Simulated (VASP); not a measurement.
# InSb (I-4m2) in VASP: further runs, part 2 of 2

VASP 6.6.1. Earlier steps stand in the parts before.

### 3 Single point, r2SCAN (strain -0.080 along x and y, +0.040 along z)

POSCAR reads:

```
InSb
1.0
    0.0000000000      2.9799720000      3.3686640000
    2.9799720000      0.0000000000      3.3686640000
    2.9799720000      2.9799720000      0.0000000000
In Sb
1 1
Direct
    0.0000000000      0.0000000000      0.0000000000
    0.7500000000      0.7500000000      0.7500000000
```

INCAR.step1 reads:

```
SYSTEM = InSb
  PREC = Accurate
  ENCUT = 520
  ISMEAR = 0
  SIGMA = 0.03
  LREAL = .False.
  LASPH = .True.
  NELM = 60
  NBANDS = 16
  GGA = PE
  ALGO = Normal
  EDIFF = 1E-4
  LWAVE = .True.
  LCHARG = .False.
```

INCAR.step2 reads:

```
SYSTEM = InSb
  PREC = Accurate
  ENCUT = 520
  EDIFF = 1E-6
  ISMEAR = 0
  SIGMA = 0.03
  LREAL = .False.
  LASPH = .True.
  NELM = 60
  ALGO = Normal
  ISIF = 2
  LWAVE = .False.
  LCHARG = .False.
  METAGGA = R2SCAN
  LMIXTAU = .True.
  NBANDS = 16
  ISTART = 1
```

KPOINTS reads:

```
Automatic mesh
0
Gamma
  10 10 10
  0 0 0
```

Potentials or basis: VASP PAW PBE potentials, release 64 (In_d, Sb).

On the command line:

```sh
$ cat potpaw_PBE.64/In_d/POTCAR potpaw_PBE.64/Sb/POTCAR > POTCAR
$ cp INCAR.step1 INCAR
$ mpirun -np 1 vasp_std > vasp.out
$ cp INCAR.step2 INCAR
$ mpirun -np 1 vasp_std > vasp.out
```

OUTCAR:

```text
SYSTEM = InSb
   PREC = Accurate
   ENCUT = 520
   EDIFF = 1E-6
   ISMEAR = 0
   LREAL = .False.
   LASPH = .True.
   NELM = 60
   ISIF = 2
   METAGGA = R2SCAN
   ISTART = 1

 ion  position               nearest neighbor table
   1  0.000  0.000  0.000-   2 2.70   2 2.70   2 2.70   2 2.70
   2  0.750  0.750  0.750-   1 2.70   1 2.70   1 2.70   1 2.70

  LATTYP: Found a body centered tetragonal cell.
 ALAT       =     4.2143168179
 C/A-ratio  =     1.5986762009

  Lattice vectors:

 A1 = (  -2.9799720000,   0.0000000000,   3.3686640000)
 A2 = (   2.9799720000,   0.0000000000,   3.3686640000)
 A3 = (   0.0000000000,   2.9799720000,  -3.3686640000)

Analysis of symmetry for initial positions (statically):
=====================================================================
 Subroutine PRICEL returns:
 Original cell was already a primitive cell.

 Routine SETGRP: Setting up the symmetry group for a
 body centered tetragonal supercell.

 Subroutine GETGRP returns: Found  8 space group operations
 (whereof  8 operations were pure point group operations)
 out of a pool of 16 trial point group operations.

The static configuration has the point symmetry D_2d.

Analysis of symmetry for dynamics (positions and initial velocities):
=====================================================================
 Subroutine PRICEL returns:
 Original cell was already a primitive cell.

 Routine SETGRP: Setting up the symmetry group for a
 body centered tetragonal supercell.

 Subroutine GETGRP returns: Found  8 space group operations
 (whereof  8 operations were pure point group operations)
 out of a pool of 16 trial point group operations.

The dynamic configuration has the point symmetry D_2d.

 Subroutine INISYM returns: Found  8 space group operations
 (whereof  8 operations are pure point group operations),
 and found     1 'primitive' translations

----------------------------------------------------------------------------------------

                                     Primitive cell

[... 112 lines left out ...]
  Fermi-wavevector in a.u.,A,eV,Ry     =   1.096971  2.072974 16.372495  1.203344
  Thomas-Fermi vector in A             =   2.233322
   LORBIT       =      0    0 simple, 1 ext, 2 COOP (PROOUT), +10 PAW based schemes
   METAGGA = R2SCAN    functional components
   LHFCALC =     F    Hartree Fock is set to
   AEXX    =    0.0000 exact exchange contribution
   IVDW    =     0    specifies the selected vdW correction
   LEPSILON=     F    determine dielectric tensor
   LRPA    =     F    only Hartree local field effects (RPA)
 non-spin polarized calculation
 Gauss-broadening in eV      SIGMA  =   0.03
  energy-cutoff  :      520.00
  volume of cell :       59.83
 maximum number of plane-waves:      1637
 NGX is ok and might be reduce to    36
   NGX = 17   NGY = 17   NGZ = 15

 number of electron      17.9999998 magnetization

 Free energy of the ion-electron system (eV)
  ---------------------------------------------------
  ext. energy  EPLUGINS =         0.00000000
  ---------------------------------------------------
  free energy    TOTEN  =       -48.40639945 eV

  energy without entropy =      -48.40639945  energy(sigma->0) =      -48.40639945

 E-fermi :   6.8441     XC(G=0):  -9.8447

 val. band max:        6.6744554571   @ k =   0.0000   0.0000   0.0000
 cond. band min:       7.2330072111   @ k =   0.5000   0.0000   0.0000
 fundamental gap:      0.5585517540
 Fermi energy:         6.8441486128

 k-point     1 :       0.0000    0.0000    0.0000
  band No.  band energies     occupation
      1      -9.0535      2.00000
      2      -9.0265      2.00000
      3      -9.0265      2.00000
      4      -8.8971      2.00000
      5      -8.8948      2.00000
      6      -5.6154      2.00000
[... 433 lines left out ...]
      3      -8.9741      2.00000
      4      -8.9043      2.00000
      5      -8.8909      2.00000
      6      -4.0633      2.00000
[... 8 lines left out ...]
     15      17.1705      0.00000
     16      17.1780      0.00000

 [... further k-points ...]

------------------------ aborting loop because EDIFF is reached ----------------------------------------

  FORCE on cell =-STRESS in cart. coord.  units (eV):
  Direction    XX          YY          ZZ          XY          YZ          ZX
  --------------------------------------------------------------------------------------
  -------------------------------------------------------------------------------------
  Total        4.3287515      4.3287515      2.6821389      0.0000000      0.0000000      0.0000000
  in kB      115.9207505    115.9207505     71.8256877      0.0000000      0.0000000      0.0000000
  external PRESSURE =     101.2223963 kB  Pullay stress =       0.0000000 kB

 VOLUME and BASIS-vectors are now :
 -----------------------------------------------------------------------------
  energy-cutoff  :      520.00
  volume of cell :       59.83
      direct lattice vectors                 reciprocal lattice vectors
     0.000000000  2.979972000  3.368664000    -0.167786811  0.167786811  0.148426795
     2.979972000  0.000000000  3.368664000     0.167786811 -0.167786811  0.148426795
     2.979972000  2.979972000  0.000000000     0.167786811  0.167786811 -0.148426795

 POSITION                                       TOTAL-FORCE (eV/Angst)
 -----------------------------------------------------------------------------------
      0.00000      0.00000      0.00000         0.000000      0.000000     -0.000000
      4.46996      4.46996      5.05300        -0.000000     -0.000000      0.000000
 -----------------------------------------------------------------------------------
    total drift:                               -0.000008     -0.000008      0.000022

  FREE ENERGIE OF THE ION-ELECTRON SYSTEM (eV)
  ---------------------------------------------------
  free  energy   TOTEN  =       -48.4063994512 eV

  energy  without entropy=      -48.4063994512  energy(sigma->0) =      -48.40639945
```

OUTCAR.step1:

```text
SYSTEM = InSb
   PREC = Accurate
   ENCUT = 520
   ISMEAR = 0
   LREAL = .False.
   LASPH = .True.
[... 679 lines left out ...]
      0.00000      0.00000      0.00000        -0.000000      0.000000      0.000000
      4.46996      4.46996      5.05300         0.000000     -0.000000      0.000000
 -----------------------------------------------------------------------------------
    total drift:                               -0.000003     -0.000003      0.000003

  FREE ENERGIE OF THE ION-ELECTRON SYSTEM (eV)
  ---------------------------------------------------
  free  energy   TOTEN  =        -6.4984552482 eV

  energy  without entropy=       -6.4984552466  energy(sigma->0) =       -6.49845525
```

OSZICAR.step1:

```text
N       E                     dE             d eps       ncg     rms          rms(c)
DAV:   1     0.114972956613E+03    0.11497E+03   -0.81154E+03  3280   0.117E+03
DAV:   2     0.503148251761E+00   -0.11447E+03   -0.11086E+03  3736   0.291E+02
DAV:   3    -0.644617964730E+01   -0.69493E+01   -0.69286E+01  4096   0.724E+01
DAV:   4    -0.663605121506E+01   -0.18987E+00   -0.18984E+00  4328   0.135E+01
DAV:   5    -0.664456609964E+01   -0.85149E-02   -0.85147E-02  4792   0.232E+00    0.508E+00
DAV:   6    -0.652065332228E+01    0.12391E+00   -0.16737E-01  4656   0.690E+00    0.294E+00
DAV:   7    -0.649736652191E+01    0.23287E-01   -0.90134E-02  4360   0.304E+00    0.724E-01
DAV:   8    -0.649785158686E+01   -0.48506E-03   -0.94940E-03  4336   0.119E+00    0.370E-01
DAV:   9    -0.649844967689E+01   -0.59809E-03   -0.11213E-03  4064   0.274E-01    0.861E-02
DAV:  10    -0.649845524821E+01   -0.55713E-05   -0.39012E-05  3232   0.509E-02
   1 F= -.64984552E+01 E0= -.64984552E+01  d E =-.159760E-08
```

Wall time 2.5 min (1 thread of Intel Xeon 6975P-C (Granite Rapids), shared host); peak memory 0.27 GiB.

Results:

```
Free energy            : -48.4064 eV
Pressure               : 10.1 GPa
Band gap on the k mesh : 0.56 eV, indirect (least direct gap 0.66 eV)
```

Levels at points of the mesh, in eV from the valence-band top:
```tsv
k point	band 5	band 6	band 7	band 8	band 9	band 10	band 11	band 12	band 13	band 14
(0.00, 0.00, 0.00)	-15.57	-12.29	-0.86	0.00	0.00	0.66	2.89	2.89	3.18	6.11
(0.50, 0.00, 0.00)	-15.55	-10.47	-6.73	-2.04	-1.00	0.56	3.79	4.23	6.27	8.97
(0.50, 0.50, 0.00)	-15.56	-10.00	-7.40	-2.56	-2.56	1.65	1.91	9.19	9.19	9.44
(0.50, 0.00, 0.50)	-15.55	-9.49	-6.70	-3.35	-3.25	0.82	0.85	8.34	8.54	9.55
```

Caveat: the cell differs from its parent crystal (strain -0.080 along x and y, +0.040 along z); the PAW data sets were made with another functional, which shifts forces and pressure a little; spin-orbit coupling is left out, which moves the levels of the heavy elements. A k mesh can miss the band edges.
